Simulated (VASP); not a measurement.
The system is Sb.

```
Sb
1.0
     3.16000    0.00000    0.00000
     0.00000    3.16000    0.00000
     0.00000    0.00000    3.16000
Sb
1
Cartesian
  0.0000 0.0000 0.0000
```

```yaml
Program: VASP 6.6.1
Task: relaxation of cell and atoms
Functional: PBE
Dispersion: D3(BJ)
Potentials_or_basis: VASP PAW PBE potentials, release 64 (Sb)
Cutoff: 600 eV
k_mesh: 8 × 8 × 8
Occupations: fermi-dirac, width 0.05 eV
Spin: no spin polarisation
```

At the start: pressure -4.7 GPa; volume 31.55 Å³/atom.

Q: How do energy, volume and symmetry change on relaxing?

A: Over 3 steps the energy falls by 42.4 meV/atom and the volume is 28.89 Å³/atom (-8.4 %); space group Pm-3m (No. 221, to 0.05 Å).

Step by step:
```tsv
step	energy change (eV)	largest force (eV/Å)	pressure (GPa)	volume (Å³)
1	0.0000	0.0000	-4.68	31.55
2	-0.0283	0.0000	3.45	27.53
3	-0.0424	0.0000	0.00	28.89
```

Final structure:
```cif
data_structure
_symmetry_space_group_name_H-M 'P 1'
_symmetry_Int_Tables_number 1
_cell_length_a 3.0684
_cell_length_b 3.0684
_cell_length_c 3.0684
_cell_angle_alpha 90.000
_cell_angle_beta 90.000
_cell_angle_gamma 90.000
_cell_volume 28.89
loop_
_atom_site_label
_atom_site_type_symbol
_atom_site_fract_x
_atom_site_fract_y
_atom_site_fract_z
_atom_site_occupancy
Sb1 Sb 0.00000 0.00000 0.00000 1
```

Caveat: pairwise dispersion overbinds metals, which lowers pressure and volume.
